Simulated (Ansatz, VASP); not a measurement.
Two plane-wave programs on CdSe

File POSCAR:

```
CdSe
1.0
    0.0000000000      3.0677809654      3.0984587751
    3.0677809654      0.0000000000      3.0984587751
    3.0677809654      3.0677809654      0.0000000000
Cd Se
1 1
Direct
    0.0000000000      0.0000000000      0.0000000000
    0.2500000000      0.2500000000      0.2500000000
```

Contents of INCAR.step1:

```
SYSTEM = CdSe
ALGO     = Normal         ! electronic algorithm
EDIFF    = 1E-4           ! SCF threshold, eV
ENCUT    = 520            ! plane-wave cutoff, eV
GGA      = PE             ! functional
ISMEAR   = 0              ! smearing method
LASPH    = .True.         ! aspherical terms in the spheres
LCHARG   = .False.        ! write CHGCAR
LREAL    = .False.        ! projectors in reciprocal space
LWAVE    = .True.         ! write WAVECAR
NBANDS   = 16             ! bands
NELM     = 60             ! most SCF steps
PREC     = Accurate       ! precision mode
SIGMA    = 0.01           ! smearing width, eV
```

Contents of INCAR.step2:

```
SYSTEM = CdSe
ALGO     = Normal         ! electronic algorithm
EDIFF    = 1E-6           ! SCF threshold, eV
ENCUT    = 520            ! plane-wave cutoff, eV
ISIF     = 2              ! what is computed and relaxed
ISMEAR   = 0              ! smearing method
ISTART   = 1            
LASPH    = .True.         ! aspherical terms in the spheres
LCHARG   = .True.         ! write CHGCAR
LELF     = .True.         ! ELF
LMIXTAU  = .True.       
LREAL    = .False.        ! projectors in reciprocal space
LVHAR    = .True.       
LWAVE    = .False.        ! write WAVECAR
METAGGA  = R2SCAN         ! meta-GGA
NBANDS   = 16             ! bands
NELM     = 60             ! most SCF steps
PREC     = Accurate       ! precision mode
SIGMA    = 0.01           ! smearing width, eV
```

The input KPOINTS:

```
k-points
0
Gamma
  8 8 8
  0 0 0
```

Input for Ansatz:

```yaml
crystal:
  lattice:
    - [0.0, 3.0677809654, 3.0984587751]
    - [3.0677809654, 0.0, 3.0984587751]
    - [3.0677809654, 3.0677809654, 0.0]
  atoms:
    - { symbol: Cd, position: [0.0, 0.0, 0.0] }
    - { symbol: Se, position: [0.25, 0.25, 0.25] }
kpoints:
  mp_grid: { grid: [8, 8, 8] }
  band_path:
    path:
      - [0.0, 0.0, 0.0]
      - [-0.5, -0.5, 0.0]
      - [-0.375, -0.375, 0.25]
      - [-0.375, 0.0, 0.375]
      - [0.0, 0.0, 0.5]
      - [-0.5, -0.25, 0.25]
    npoints: 1
hamiltonian:
  xc: r2scan
scf:
  occupations: { method: fixed }
  n_extra_bands: 4
output:
  forces: true
  stress: true
  eigenvalues: true
```

Change from the starting cell: uniaxial_z strain +1.0%.

Alike in both runs: task single point; functional r2SCAN; k mesh 8 × 8 × 8; no spin polarisation.

```csv
,VASP,Ansatz
version,VASP 6.6.1,Ansatz 0.2.0
potentials or method,"VASP PAW PBE potentials, release 64 (Cd, Se)","plane waves, PAW"
plane-wave cutoff (eV),520,500
occupations,"gaussian, width 0.01 eV",fixed
valence electrons in the cell,18,36
```

```tsv
	VASP	Ansatz	Ansatz less VASP
gap on the k mesh at the Fermi level (eV)	0.99	1.00	+0.010
pressure (GPa)	-0.3	-0.6	-0.23
traceless stress, the component that is largest in VASP (GPa)	-0.12	-0.12	-0.001
```

VASP's potentials were made for PBE, not for r2SCAN. VASP's potentials hold 18 valence electrons a cell and Ansatz's 36, so a difference there can come from the potentials and not from the codes.
